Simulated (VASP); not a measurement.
Wanted: the native input for a VASP 6.6.1 run.

* Task: single point
* Functional: LDA
* Potentials or basis: VASP PAW LDA potentials, release 64 (Sn_d, O_h)
* Cutoff: 1340 eV
* k mesh: 4 × 3 × 3
* Occupations: gaussian, width 0.01 eV
* Spin: no spin polarisation
* Dipole correction: no
* Further INCAR settings: ALGO = Normal; EDIFF = 1e-06; NBANDS = 28

The structure of SnO lies in POSCAR:

```
SnO
1.0
    3.3550050000      0.0000000000      0.0000000000
    0.0000000000      5.6741040000      0.0000000000
    0.0000000000      0.0000000000      4.2219700000
Sn O
2 2
Direct
   -0.0048402761      0.2037011005      0.4898790704
    0.4982497135      0.7513090123     -0.0112566988
   -0.0036143549      0.8832076459      0.7360605731
    0.4962030058      0.0716454550      0.2384455256
```

These files were run (other wordings do the same):

INCAR

```
PREC = Accurate ; ENCUT = 1340
EDIFF = 1E-6 ; ISMEAR = 0
SIGMA = 0.01 ; LREAL = False
LASPH = True ; NELM = 120
ALGO = Normal ; ISIF = 2
LWAVE = False ; LCHARG = True
LELF = True ; LVHAR = True
NBANDS = 28 ; GGA_COMPAT = False
```

KPOINTS

```
Automatic mesh
0
Gamma
  4 3 3
```

Potentials or basis: VASP PAW LDA potentials, release 64 (Sn_d, O_h).

The run is started by

```console
$ cat potpaw_LDA.64/Sn_d/POTCAR potpaw_LDA.64/O_h/POTCAR > POTCAR
$ mpirun -np 1 vasp_std > vasp.out
```

Results of the run:

The pressure is -1.6 GPa and the largest force is 0.166 eV/Å. The band gap on the k mesh is 1.56 eV (least direct gap 2.23 eV).

Caveat: the k points lie up to 0.50 Å⁻¹ apart; spin-orbit coupling is left out, which moves the levels of the heavy elements.

Run time: 2.1 min on 1 thread of Intel(R) Xeon(R) Platinum 8259CL CPU @ 2.50GHz (Skylake/Cascade Lake) (shared host), peak memory 0.37 GiB.
